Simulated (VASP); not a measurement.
Set up this calculation in VASP 6.6.1, as the native input.

* Task: single point
* Functional: PBE
* Potentials or basis: VASP PAW PBE potentials, release 64 (Sc_sv)
* Cutoff: 520 eV
* k mesh: 18 × 18 × 10
* Occupations: gaussian, width 0.15 eV
* Spin: no spin polarisation
* Dipole correction: no
* Further INCAR settings: ALGO = Fast; EDIFF = 1e-06; NBANDS = 18

The structure of Sc lies in POSCAR:

```
Sc
1.0
    3.3087978973      0.0000000000      0.0000000000
   -1.6543989486      2.8655030350      0.0000000000
    0.0000000000      0.0000000000      5.3470200000
Sc
2
Direct
    0.3333333333      0.6666666667      0.2500000000
    0.6666666667      0.3333333333      0.7500000000
```

This cell differs from its parent crystal: strain +0.000 along x and y, +0.015 along z.

The input as run:

INCAR

```
PREC     = Accurate       # precision mode
ENCUT    = 520            # plane-wave cutoff, eV
EDIFF    = 1E-6           # SCF threshold, eV
ISMEAR   = 0              # smearing method
SIGMA    = 0.15           # smearing width, eV
LREAL    = F              # projectors in reciprocal space
LASPH    = T              # aspherical terms in the spheres
NELM     = 60             # most SCF steps
ALGO     = Fast           # electronic algorithm
ISIF     = 2              # what is computed and relaxed
LWAVE    = F              # write WAVECAR
LCHARG   = F              # write CHGCAR
GGA      = PE             # functional
NBANDS   = 18             # bands
```

KPOINTS

```
Automatic mesh
0
Gamma
  18 18 10
```

Potentials or basis: VASP PAW PBE potentials, release 64 (Sc_sv).

Launch:

```console
$ cat potpaw_PBE.64/Sc_sv/POTCAR > POTCAR
$ mpirun -np 1 vasp_std > vasp.out
```

Results of the run:

| Property | Result |
| --- | --- |
| Pressure | -1.3 GPa |
| Band gap on the k mesh | zero (bands 11 and 12 overlap by 1.26 eV) |

Caveat: the cell differs from its parent crystal (strain +0.000 along x and y, +0.015 along z).

Wall time 110 s on 1 thread of Intel(R) Xeon(R) 6975P-C (Granite Rapids) (shared host), peak memory 0.3 GiB.
